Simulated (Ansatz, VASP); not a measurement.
CoSi8Ni3: VASP beside Ansatz

File INCAR:

```
ALGO = Normal
EDIFF = 1E-7
ENCUT = 520
GGA = PE
ISIF = 2
ISMEAR = 0
LASPH = T
LCHARG = F
LREAL = F
LWAVE = F
NBANDS = 48
NELM = 80
PREC = Accurate
SIGMA = 0.2
```

The input KPOINTS:

```
k-points
0
Gamma
  4 4 4
```

The input POSCAR:

```
CoSi8Ni3
1.0
    5.4096442000      0.0000000000      0.0000000000
    0.0000000000      5.4096442000      0.0000000000
    0.0000000000      0.0000000000      5.4096442000
Co Si Ni
1 8 3
Direct
    0.5000000000      0.5000000000      0.5000000000
    0.7480230000      0.2519770000      0.2519770000
    0.2519770000      0.2519770000      0.7480230000
    0.7480230000      0.7480230000      0.7480230000
    0.2519770000      0.7480230000      0.2519770000
    0.2519770000      0.7480230000      0.7480230000
    0.7480230000      0.7480230000      0.2519770000
    0.2519770000      0.2519770000      0.2519770000
    0.7480230000      0.2519770000      0.7480230000
    0.5000000000      0.0000000000      0.0000000000
    0.0000000000      0.0000000000      0.5000000000
    0.0000000000      0.5000000000      0.0000000000
```

Input for Ansatz:

```yaml
crystal:
  lattice:
    - [5.4096442, 0.0, 0.0]
    - [0.0, 5.4096442, 0.0]
    - [0.0, 0.0, 5.4096442]
  atoms:
    - { symbol: Co, position: [0.5, 0.5, 0.5] }
    - { symbol: Si, position: [0.748023, 0.251977, 0.251977] }
    - { symbol: Si, position: [0.251977, 0.251977, 0.748023] }
    - { symbol: Si, position: [0.748023, 0.748023, 0.748023] }
    - { symbol: Si, position: [0.251977, 0.748023, 0.251977] }
    - { symbol: Si, position: [0.251977, 0.748023, 0.748023] }
    - { symbol: Si, position: [0.748023, 0.748023, 0.251977] }
    - { symbol: Si, position: [0.251977, 0.251977, 0.251977] }
    - { symbol: Si, position: [0.748023, 0.251977, 0.748023] }
    - { symbol: Ni, position: [0.5, 0.0, 0.0] }
    - { symbol: Ni, position: [0.0, 0.0, 0.5] }
    - { symbol: Ni, position: [0.0, 0.5, 0.0] }
basis:
  ecutwfc: 420
kpoints:
  mp_grid: { grid: [4, 4, 4] }
hamiltonian:
  xc: pbe
scf:
  occupations: { method: gaussian, width: 0.2 }
  lower_state_search: "off"
output:
  forces: true
  stress: true
  eigenvalues: true
```

Alike in both runs: task single point; functional PBE; k mesh 4 × 4 × 4; occupations gaussian, width 0.2 eV; no spin polarisation.

```csv
,VASP,Ansatz
version,VASP 6.6.1,Ansatz 0.2.0
potentials or method,"VASP PAW PBE potentials, release 64 (Co, Si, Ni), cutoff 520 eV","scalar-relativistic, plane waves, PAW"
valence electrons in the cell,71,103
```

```csv
,VASP,Ansatz,Ansatz less VASP
gap on the k mesh at the Fermi level (eV),none,none,-
pressure (GPa),0.3,0.3,+0.07
```

A gap of «none» marks a metal or a gap that the smearing closes. VASP's potentials hold 71 valence electrons a cell and Ansatz's 103, so a difference there can come from the potentials and not from the codes.
